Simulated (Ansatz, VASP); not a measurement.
**BAs: VASP beside Ansatz**

```
B As
1.0
     0.00000    2.38850    2.48404
     2.38850    0.00000    2.48404
     2.38850    2.38850    0.00000
B As
1 1
Direct
  0.00000 0.00000 0.00000
  0.75000 0.75000 0.75000
```

Change from the starting cell: strain +0.000 along x and y, +0.040 along z, atoms carried along.

Alike in both runs: task single point; functional PBE; k mesh 10 × 10 × 10; occupations gaussian, width 0.05 eV; no spin polarisation.

|  | VASP | Ansatz |
| --- | --- | --- |
| version | VASP 6.6.1 | Ansatz 0.2.0 |
| potentials or method | VASP PAW PBE potentials, release 64 (B, As), cutoff 520 eV | scalar-relativistic, plane waves, PAW |
| valence electrons in the cell | 8 | 18 |

```tsv
	VASP	Ansatz	Ansatz less VASP
gap on the k mesh at the Fermi level (eV)	0.93	0.93	+0.008
least direct gap on the mesh (eV)	3.02	3.03	+0.004
pressure (GPa)	-1.9	-2.4	-0.54
traceless stress, the component that is largest in VASP (GPa)	-5.50	-5.52	-0.020
```

VASP's potentials hold 8 valence electrons a cell and Ansatz's 18, so a difference there can come from the potentials and not from the codes.
